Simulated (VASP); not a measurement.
# Al18O in VASP: further runs

Runs on Al18O. Level: PBE. Tasks: single point.

All numbers are computed with VASP 6.6.1; they aren't measurements. Logs are shortened: lines on timing, memory, paths and dates and some standing lists are left out, and cuts for length are marked.

### Step 1. The cell of the first run

The cell holds a slab with vacuum, 19 atoms: a = 12.150 Å, b = 5.728 Å, c = 14.864 Å, α = 90.00°, β = 90.00°, γ = 90.00°.

### Step 2. Single point, PBE

Contents of INCAR:

```
ALGO     = Normal         # electronic algorithm
EDIFF    = 1E-6           # SCF threshold, eV
ENCUT    = 520            # plane-wave cutoff, eV
GGA      = PE             # functional
ISIF     = 2              # what is computed and relaxed
ISMEAR   = 0              # smearing method
LASPH    = T              # aspherical terms in the spheres
LCHARG   = F              # write CHGCAR
LREAL    = Auto         
LWAVE    = F              # write WAVECAR
NBANDS   = 45             # bands
NELM     = 80             # most SCF steps
PREC     = Accurate       # precision mode
SIGMA    = 0.05           # smearing width, eV
```

Contents of KPOINTS:

```
k-points
0
Gamma
  2 4 1
```

Contents of POSCAR:

```
Al18O
1.0
   12.1500000000      0.0000000000      0.0000000000
    0.0000000000      5.7275650000      0.0000000000
    0.0000000000      0.0000000000     14.8637820000
Al O
18 1
Direct
    0.0000000000      0.0000000000      0.0672776283
    0.3333333333      0.0000000000      0.0672776283
    0.6666666667      0.0000000000      0.0672776283
    0.0000000000      0.5000000873      0.0672776283
    0.3333333333      0.5000000873      0.0672776283
    0.6666666667      0.5000000873      0.0672776283
    0.1639061728      0.2526214892      0.1541734802
    0.5008170370      0.2664428950      0.1578629853
    0.8354006584      0.2587988089      0.1529943725
    0.1739461728      0.7567713330      0.1785836202
    0.4989631276      0.7710969670      0.1456774595
    0.8233366255      0.7628161357      0.1768738266
   -0.0016660905      0.0186686664      0.2579359681
    0.3325013169      0.0589356908      0.2563959159
    0.6702418107      0.0783820000      0.2583717253
   -0.0016804938      0.5104413481      0.2575110426
    0.3485324280      0.5281988070      0.2628974241
    0.6480800823      0.5493388552      0.2674692753
    0.4977390947      0.6040718874      0.2554584022
```

Potentials or basis: VASP PAW PBE potentials, release 64 (Al, O).

The run is started by

```console
> cat potpaw_PBE.64/Al/POTCAR potpaw_PBE.64/O/POTCAR > POTCAR
> mpirun -np 1 vasp_std > vasp.out
```

OUTCAR:

```text
EDIFF = 1E-6
   ENCUT = 520
   GGA = PE
   ISIF = 2
   ISMEAR = 0
   LASPH = T
   LREAL = Auto
   NELM = 80
   PREC = Accurate

 ion  position               nearest neighbor table
   1  0.000  0.000  0.067-   7 2.78   9 2.80  13 2.84   4 2.86   4 2.86  12 3.02  10 3.02
   2  0.333  0.000  0.067-  11 2.67   7 2.83  14 2.83   5 2.86   5 2.86   8 2.88  10 2.90
   3  0.667  0.000  0.067-  11 2.69   9 2.83  12 2.85   6 2.86   6 2.86   8 2.86  15 2.88
   4  0.000  0.500  0.067-   9 2.74   7 2.76  16 2.83   1 2.86   1 2.86  10 3.06  12 3.09
   5  0.333  0.500  0.067-   8 2.78  11 2.80   7 2.81   2 2.86   2 2.86  17 2.92  10 2.94
   6  0.667  0.500  0.067-   8 2.77   9 2.78  11 2.81   3 2.86   3 2.86  12 2.92  18 3.00
   7  0.164  0.253  0.154-   4 2.76   1 2.78  14 2.78   5 2.81   2 2.83  10 2.87  13 2.87  10 2.91
                            16 2.93  17 3.18
   8  0.501  0.266  0.158-  19 2.42  15 2.76   6 2.77  14 2.78   5 2.78  11 2.84  17 2.85   3 2.86
                             2 2.88  11 2.90  18 2.91
   9  0.835  0.259  0.153-   4 2.74  15 2.75   6 2.78   1 2.80   3 2.83  12 2.87  13 2.87  16 2.90
                            12 2.91  18 3.29
  10  0.174  0.757  0.179-  17 2.79  16 2.81  14 2.84  13 2.86   7 2.87   2 2.90   7 2.91   5 2.94
                             1 3.02   4 3.06
  11  0.499  0.771  0.146-  19 1.89   2 2.67   3 2.69   5 2.80   6 2.81   8 2.84  18 2.86  17 2.88
                             8 2.90  14 3.08  15 3.20
  12  0.823  0.763  0.177-  18 2.80  16 2.84  13 2.85   3 2.85  15 2.86   9 2.87   9 2.91   6 2.92
                             1 3.02   4 3.09
  13  0.998  0.019  0.258-  16 2.82   1 2.84  12 2.85  10 2.86   7 2.87   9 2.87  16 2.91
  14  0.333  0.059  0.256-  17 2.70   7 2.78   8 2.78   2 2.83  10 2.84  17 3.05  11 3.08
  15  0.670  0.078  0.258-  18 2.71   9 2.75   8 2.76  12 2.86   3 2.88  18 3.05  11 3.20
  16  0.998  0.510  0.258-  10 2.81  13 2.82   4 2.83  12 2.84   9 2.90  13 2.91   7 2.93
  17  0.349  0.528  0.263-  19 1.87  14 2.70  10 2.79   8 2.85  11 2.88   5 2.92  14 3.05   7 3.18

  18  0.648  0.549  0.267-  19 1.86  15 2.71  12 2.80  11 2.86   8 2.91   6 3.00  15 3.05   9 3.29

  19  0.498  0.604  0.255-  18 1.86  17 1.87  11 1.89   8 2.42

  LATTYP: Found a simple orthorhombic cell.
 ALAT       =     5.7275650000
 B/A-ratio  =     2.1213203167
 C/A-ratio  =     2.5951310897

  Lattice vectors:

 A1 = (   0.0000000000,  -5.7275650000,   0.0000000000)
 A2 = (  12.1500000000,   0.0000000000,   0.0000000000)
 A3 = (   0.0000000000,   0.0000000000,  14.8637820000)

Analysis of symmetry for initial positions (statically):
=====================================================================
 Subroutine PRICEL returns:
 Original cell was already a primitive cell.

 Routine SETGRP: Setting up the symmetry group for a
 simple orthorhombic supercell.

 Subroutine GETGRP returns: Found  1 space group operations
 (whereof  1 operations were pure point group operations)
 out of a pool of  8 trial point group operations.

The static configuration has the point symmetry C_1 .

Analysis of symmetry for dynamics (positions and initial velocities):
=====================================================================
 Subroutine PRICEL returns:
 Original cell was already a primitive cell.

 Routine SETGRP: Setting up the symmetry group for a
 simple orthorhombic supercell.

 Subroutine GETGRP returns: Found  1 space group operations
 (whereof  1 operations were pure point group operations)
 out of a pool of  8 trial point group operations.

The dynamic configuration has the point symmetry C_1 .

 Subroutine INISYM returns: Found  1 space group operations
 (whereof  1 operations are pure point group operations),
 and found     1 'primitive' translations

----------------------------------------------------------------------------------------

                                     Primitive cell

  volume of cell :    1034.3693

  direct lattice vectors                    reciprocal lattice vectors
    12.150000000  0.000000000  0.000000000     0.082304527  0.000000000  0.000000000
     0.000000000  5.727565000  0.000000000     0.000000000  0.174594265  0.000000000
     0.000000000  0.000000000 14.863782000     0.000000000  0.000000000  0.067277628

  length of vectors
    12.150000000  5.727565000 14.863782000     0.082304527  0.174594265  0.067277628

  position of ions in fractional coordinates (direct lattice)
     0.000000000  0.000000000  0.067277628
     0.333333333  0.000000000  0.067277628
     0.666666667  0.000000000  0.067277628
     0.000000000  0.500000087  0.067277628
     0.333333333  0.500000087  0.067277628
     0.666666667  0.500000087  0.067277628
[... 11 lines left out ...]
     0.648080082  0.549338855  0.267469275
     0.497739095  0.604071887  0.255458402

  ion indices of the primitive-cell ions
   primitive index   ion index
                 1           1
                 2           2
                 3           3
                 4           4
                 5           5
                 6           6
[... 11 lines left out ...]
                18          18
                19          19

----------------------------------------------------------------------------------------

 KPOINTS: k-points

Automatic generation of k-mesh.
 Grid dimensions read from file:
 generate k-points for:    2    4    1

 Generating k-lattice:

  Cartesian coordinates                     Fractional coordinates (reciprocal lattice)
     0.041152263  0.000000000  0.000000000     0.500000000  0.000000000  0.000000000
     0.000000000  0.043648566  0.000000000     0.000000000  0.250000000  0.000000000
     0.000000000  0.000000000  0.067277628     0.000000000  0.000000000  1.000000000

  Length of vectors
     0.041152263  0.043648566  0.067277628

  Shift w.r.t. Gamma in fractional coordinates (k-lattice)
     0.000000000  0.000000000  0.000000000

 Subroutine IBZKPT returns following result:
 ===========================================

 Found      6 irreducible k-points:

 Following reciprocal coordinates:
            Coordinates               Weight
  0.000000  0.000000  0.000000      1.000000
  0.500000  0.000000  0.000000      1.000000
  0.000000  0.250000  0.000000      2.000000
  0.500000  0.250000  0.000000      2.000000
  0.000000  0.500000  0.000000      1.000000
  0.500000  0.500000  0.000000      1.000000
   k-points           NKPTS =      6   k-points in BZ     NKDIM =      6   number of bands    NBANDS=     45
   number of dos      NEDOS =    301   number of ions     NIONS =     19
   total plane-waves  NPLWV = 483840
   dimension x,y,z NGX =    90 NGY =   48 NGZ =  112
   dimension x,y,z NGXF=   180 NGYF=   96 NGZF=  224
   ions per type =              18   1
   NGX,Y,Z   is equivalent  to a cutoff of  12.31, 13.93, 12.53 a.u.
   NGXF,Y,Z  is equivalent  to a cutoff of  24.63, 27.86, 25.05 a.u.
 SYSTEM =  unknown system
   PREC   = accura    normal or accurate (medium, high low for compatibility)
   ISTART =      0    job   : 0-new  1-cont  2-samecut
   ICHARG =      2    charge: 1-file 2-atom 10-const
   ISPIN  =      1    spin polarized calculation?
   LNONCOLLINEAR =      F non collinear calculations
   LSORBIT =      F    spin-orbit coupling
   LASPH  =      T    aspherical Exc in radial PAW
   ENCUT  =  520.0 eV  38.22 Ry    6.18 a.u.  22.59 10.65 27.64*2*pi/ulx,y,z
   NELM   =     80;   NELMIN=  2; NELMDL= -5     # of ELM steps
   EDIFF  = 0.1E-05   stopping-criterion for ELM
   LREAL  =      T    real-space projection
   EDIFFG = 0.1E-04   stopping-criterion for IOM
   NSW    =      0    number of steps for IOM
   IBRION =     -1    ionic relax: 0-MD 1-quasi-New 2-CG
   NFREE  =      0    steps in history (QN), initial steepest desc. (CG)
   ISIF   =      2    stress and relaxation
   ISYM   =      2    0-nonsym 1-usesym 2-fastsym
   POTIM  = 0.5000    time-step for ionic-motion
   TEBEG  =    0.0;   TEEND  =   0.0 temperature during run
   PSTRESS=    0.0 pullay stress
   NELECT =      60.0000    total number of electrons
   NUPDOWN=      -1.0000    fix difference up-down
   EMIN   =  10.00;   EMAX   =-10.00  energy-range for DOS
   EFERMI =   0.00;   METHOD = LEGACY
   ISMEAR =     0;   SIGMA  =   0.05  broadening in eV -4-tet -1-fermi 0-gaus
   EFERMI_NEDOS =   21; number of points for ismear=-14 and -15
   IALGO  =     38    algorithm
   IMIX   =      4    mixing-type and parameters
     AMIX     =   0.40;   BMIX     =  1.00
     AMIX_MAG =   1.60;   BMIX_MAG =  1.00
  volume/ion in A,a.u.               =      54.44       367.38
  Fermi-wavevector in a.u.,A,eV,Ry     =   0.633724  1.197564  5.464180  0.401606
  Thomas-Fermi vector in A             =   1.697477
   LORBIT       =      0    0 simple, 1 ext, 2 COOP (PROOUT), +10 PAW based schemes
   GGA     = PE    functional components
   LHFCALC =     F    Hartree Fock is set to
   AEXX    =    0.0000 exact exchange contribution
   IVDW    =     0    specifies the selected vdW correction
   LEPSILON=     F    determine dielectric tensor
   LRPA    =     F    only Hartree local field effects (RPA)
 non-spin polarized calculation
 Gauss-broadening in eV      SIGMA  =   0.05
  energy-cutoff  :      520.00
  volume of cell :     1034.37
 maximum number of plane-waves:     27867
   NGX = 45   NGY = 21   NGZ = 55

 number of electron      60.0000003 magnetization

 Free energy of the ion-electron system (eV)
  ---------------------------------------------------
  ext. energy  EPLUGINS =         0.00000000
  ---------------------------------------------------
  free energy    TOTEN  =       -67.42341284 eV

  energy without entropy =      -67.42271509  energy(sigma->0) =      -67.42306396

 E-fermi :  -0.5249     XC(G=0):  -4.3669

 val. band max:       -0.6052067185   @ k =   0.0000   0.0000   0.0000
 cond. band min:      -0.4460661649   @ k =   0.5000   0.5000   0.0000
 fundamental gap:      0.1591405536
 Fermi energy:        -0.5248868404

 k-point     1 :       0.0000    0.0000    0.0000
  band No.  band energies     occupation
      1     -20.9601      2.00000
      2      -9.9692      2.00000
      3      -9.4373      2.00000
      4      -9.0437      2.00000
      5      -8.0423      2.00000
      6      -7.3721      2.00000
[... 259 lines left out ...]
     41       1.9939      0.00000
     42       2.0387      0.00000
 [bands above 42 left out]

------------------------ aborting loop because EDIFF is reached ----------------------------------------

  FORCE on cell =-STRESS in cart. coord.  units (eV):
  Direction    XX          YY          ZZ          XY          YZ          ZX
  --------------------------------------------------------------------------------------
  -------------------------------------------------------------------------------------
  Total       -3.8024496    -22.6022240      0.8073509     -0.1368600     -0.1757170      0.1298387
  in kB       -5.8897711    -35.0095175      1.2505392     -0.2119881     -0.2721753      0.2011125
  external PRESSURE =     -13.2162498 kB  Pullay stress =       0.0000000 kB

 VOLUME and BASIS-vectors are now :
 -----------------------------------------------------------------------------
  energy-cutoff  :      520.00
  volume of cell :     1034.37
      direct lattice vectors                 reciprocal lattice vectors
    12.150000000  0.000000000  0.000000000     0.082304527  0.000000000  0.000000000
     0.000000000  5.727565000  0.000000000     0.000000000  0.174594265  0.000000000
     0.000000000  0.000000000 14.863782000     0.000000000  0.000000000  0.067277628

 POSITION                                       TOTAL-FORCE (eV/Angst)
 -----------------------------------------------------------------------------------
      0.00000      0.00000      1.00000        -0.004687     -0.004974      0.059073
      4.05000      0.00000      1.00000        -0.234872      0.149593     -0.143896
      8.10000      0.00000      1.00000         0.165123      0.114794     -0.090800
      0.00000      2.86378      1.00000         0.036893     -0.030467     -0.080845
      4.05000      2.86378      1.00000        -0.193732     -0.096234      0.041051
      8.10000      2.86378      1.00000         0.125677      0.026915      0.091735
[... 11 lines left out ...]
      7.87417      3.14637      3.97560         0.246213     -0.001995      0.033029
      6.04753      3.45986      3.79708         0.019139      0.198083      0.321684
 -----------------------------------------------------------------------------------
    total drift:                                0.001340     -0.002690      0.001163

  FREE ENERGIE OF THE ION-ELECTRON SYSTEM (eV)
  ---------------------------------------------------
  free  energy   TOTEN  =       -67.4234128382 eV

  energy  without entropy=      -67.4227150885  energy(sigma->0) =      -67.42306396
```

Wall time 16 min (1 thread of Intel Xeon 8259CL, shared host); peak memory 0.95 GiB.

Results:

* Free energy: -67.4234 eV
* Largest force: 0.389 eV/Å
* Band gap on the k mesh: zero (bands 30 and 31 overlap by 1.00 eV)

Forces in eV/Å, atoms in the order of the input:
```
Al  -0.005 -0.005  0.059
Al  -0.235  0.150 -0.144
Al   0.165  0.115 -0.091
Al   0.037 -0.030 -0.081
Al  -0.194 -0.096  0.041
Al   0.126  0.027  0.092
Al   0.058  0.012  0.012
Al  -0.015 -0.322 -0.217
Al  -0.005 -0.028 -0.002
Al   0.039  0.047 -0.097
Al   0.041  0.080 -0.001
Al   0.015  0.029 -0.077
Al   0.013 -0.027  0.026
Al  -0.134 -0.027  0.028
Al   0.054 -0.185  0.019
Al  -0.001  0.012  0.001
Al  -0.225  0.055  0.078
Al   0.246 -0.002  0.033
O    0.019  0.198  0.322
```

Levels at points of the mesh, in eV from the Fermi level:
```
           k point  band 27  band 28  band 29  band 30  band 31  band 32  band 33  band 34
(0.00, 0.00, 0.00)    -1.24    -1.04    -1.02    -0.90    -0.69    -0.16    -0.08     0.10
(0.50, 0.00, 0.00)    -1.05    -0.85    -0.66    -0.58     0.18     0.19     0.42     0.75
(0.00, 0.50, 0.00)    -0.40    -0.37    -0.31    -0.16     0.13     0.45     0.56     0.62
(0.50, 0.50, 0.00)    -0.67    -0.16    -0.10     0.08     0.51     0.53     0.62     0.88
```

Caveat: there is no dipole correction, which matters where the two faces differ.

[end of part 1 of 2]

The gap in the log of VASP goes by the Fermi energy; the results here count the filled bands.